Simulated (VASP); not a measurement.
The system is AlN.

```
Al N
1.0
     0.00000    2.01887    2.01887
     2.01887    0.00000    2.01887
     2.01887    2.01887    0.00000
Al N
1 1
Direct
  0.00000 0.00000 0.00000
  0.50000 0.50000 0.50000
```

Base run:

* Program: VASP 6.6.1
* Functional: PBE
* Potentials or basis: VASP PAW PBE potentials, release 64 (Al, N)
* Cutoff: 520 eV
* k mesh: 8 × 8 × 8
* Occupations: gaussian, width 0.01 eV
* Spin: no spin polarisation

Its results: band gap on the k mesh 4.65 eV (least direct gap 5.74 eV); pressure 6.1 GPa.

Question: The run is repeated on the same cell with these changes: functional from PBE to r2SCAN. What comes out?

Answer: Band gap on the k mesh 5.53 eV (least direct gap 6.58 eV); pressure -0.8 GPa.

Caveats: the cell stands under pressure (at least some runs); the PAW data sets were made with another functional, which shifts forces and pressure a little (at least some runs).

A k mesh can miss the band edges.
